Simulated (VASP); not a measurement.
Input of a VASP 6.6.1 run:

INCAR

```
SYSTEM = KTaO3
PREC = Accurate
ENCUT = 520
EDIFF = 1E-7
ISMEAR = -1
SIGMA = 0.05
LREAL = .False.
LASPH = .True.
NELM = 100
ALGO = Normal
ISIF = 2
LWAVE = .False.
LCHARG = .False.
GGA = PS
NBANDS = 27
```

Contents of KPOINTS:

```
Automatic mesh
0
Gamma
  6 6 6
  0 0 0
```

POSCAR

```
KTaO3
1.0
    3.8287680000      0.0000000000      0.0000000000
    0.0000000000      3.8287680000      0.0000000000
    0.0000000000      0.0000000000      3.9883000000
Ta K O
1 1 3
Direct
    0.0000000000      0.0000000000      0.0000000000
    0.5000000000      0.5000000000      0.5000000000
    0.0000000000      0.0000000000      0.5000000000
    0.0000000000      0.5000000000      0.0000000000
    0.5000000000      0.0000000000      0.0000000000
```

Potentials or basis: VASP PAW PBE potentials, release 64 (Ta_pv, K_sv, O).

Launch:

```console
$ cat potpaw_PBE.64/Ta_pv/POTCAR potpaw_PBE.64/K_sv/POTCAR potpaw_PBE.64/O/POTCAR > POTCAR
$ mpirun -np 1 vasp_std > vasp.out
```

Predict the pressure.

21.2 GPa.

Predict the band gap on the k mesh.

2.20 eV, indirect (least direct gap 2.74 eV).

Stress tensor (GPa, compression positive):
```
27.97  0.00  0.00
 0.00 27.97  0.00
 0.00  0.00  7.56
```

Caveat: the PAW data sets were made with another functional, which shifts forces and pressure a little; spin-orbit coupling is left out, which moves the levels of the heavy elements. PBEsol gaps usually lie below the measured ones, often by a third to a half.
